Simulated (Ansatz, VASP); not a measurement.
RbBr in VASP and in Ansatz

Contents of INCAR:

```
SYSTEM = RbBr
  ALGO = Normal
  EDIFF = 1E-6
  ENCUT = 520
  GGA = PE
  ISIF = 2
  ISMEAR = -1
  LASPH = .TRUE.
  LCHARG = .TRUE.
  LELF = .TRUE.
  LREAL = .FALSE.
  LVHAR = .TRUE.
  LWAVE = .FALSE.
  NBANDS = 15
  NELM = 100
  PREC = Accurate
  SIGMA = 0.02
```

Contents of KPOINTS:

```
k-points
0
G
  6 6 6
  0 0 0
```

The input POSCAR:

```
RbBr
1.0
    0.0000000000      3.4610545825      3.4610545825
    3.4610545825      0.0000000000      3.4610545825
    3.4610545825      3.4610545825      0.0000000000
Rb Br
1 1
Direct
    0.0000000000      0.0000000000      0.0000000000
    0.5000000000      0.5000000000      0.5000000000
```

Input for Ansatz:

```yaml
crystal:
  lattice:
    - [0.0, 3.4610545825, 3.4610545825]
    - [3.4610545825, 0.0, 3.4610545825]
    - [3.4610545825, 3.4610545825, 0.0]
  atoms:
    - { symbol: Rb, position: [0.0, 0.0, 0.0] }
    - { symbol: Br, position: [0.5, 0.5, 0.5] }
kpoints:
  mp_grid: { grid: [6, 6, 6] }
  band_path:
    path:
      - [[0.0, 0.0, 0.0], [0.5, -9.33928245384e-35, 0.5], [0.625, 0.25, 0.625]]
      - [[0.375, 0.375, 0.75], [0.0, 0.0, 0.0], [0.5, 0.5, 0.5], [0.5, 0.25, 0.75], [0.5, -9.33928245384e-35, 0.5]]
    npoints: 10
hamiltonian:
  xc: pbe
scf:
  occupations: { method: fermi_dirac, width: 0.02 }
  n_extra_bands: 4
output:
  forces: true
  stress: true
  eigenvalues: true
```

Alike in both runs: task single point; functional PBE; k mesh 6 × 6 × 6; occupations fermi-dirac, width 0.02 eV; no spin polarisation.

```csv
,VASP,Ansatz
version,VASP 6.6.1,Ansatz 0.2.0
potentials or method,"VASP PAW PBE potentials, release 64 (Rb_sv, Br)","plane waves, PAW"
plane-wave cutoff (eV),520,420
valence electrons in the cell,16,16
```

```csv
,VASP,Ansatz,Ansatz less VASP
gap on the k mesh at the Fermi level (eV),4.29,4.29,+0.002
pressure (GPa),0.6,0.5,-0.02
```

The functional is the same, so the differences come from potentials, cutoffs and numerics.
